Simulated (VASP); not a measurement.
Runs of VASP 6.6.1 on Ta3TiN4. The structure is that of space group P-6m2 (No. 187), or close to it. The cells are those of the table. 

| task | cell | k mesh | cutoff (eV) | smearing | gap on the mesh (eV) | pressure (GPa) | largest force (eV/Å) |
| --- | --- | --- | --- | --- | --- | --- | --- |
| relaxation of shape and atoms at fixed volume | relaxed from a = 3.002, b = 3.002, c = 11.591 Å, angles 90.0, 90.0, 120.0°, 8 atoms | 12 × 12 × 4 | 600 | gaussian 0.1 eV | none | -15.6 | 0.01 |
| relaxation of shape and atoms at fixed volume | relaxed from a = 3.041, b = 3.041, c = 11.721 Å, angles 90.0, 90.0, 120.0°, 8 atoms | 12 × 12 × 4 | 600 | gaussian 0.1 eV | none | -23.7 | - |
| relaxation of shape and atoms at fixed volume | relaxed from a = 2.881, b = 2.881, c = 11.165 Å, angles 90.0, 90.0, 120.0°, 8 atoms | 12 × 12 × 4 | 600 | gaussian 0.1 eV | none | 22.6 | 0.01 |
| single point | a = 2.943, b = 2.943, c = 11.382 Å, angles 90.0, 90.0, 120.0°, 8 atoms | 12 × 12 × 2 | 520 | gaussian 0.2 eV | none | 0.8 | (a) |

Alike in all rows: level PBE; potentials or basis VASP PAW PBE potentials, release 64 (Ti_sv, Ta_pv, N); no spin polarisation.

Task: Fill in the values left out.

Result: (a) 0.03.

Caveats: spin-orbit coupling is left out, which moves the levels of the heavy elements.

A k mesh can miss the band edges, and the runs leave out spin-orbit coupling on Ta.

A gap of «none» marks levels without a gap at the run's occupations.
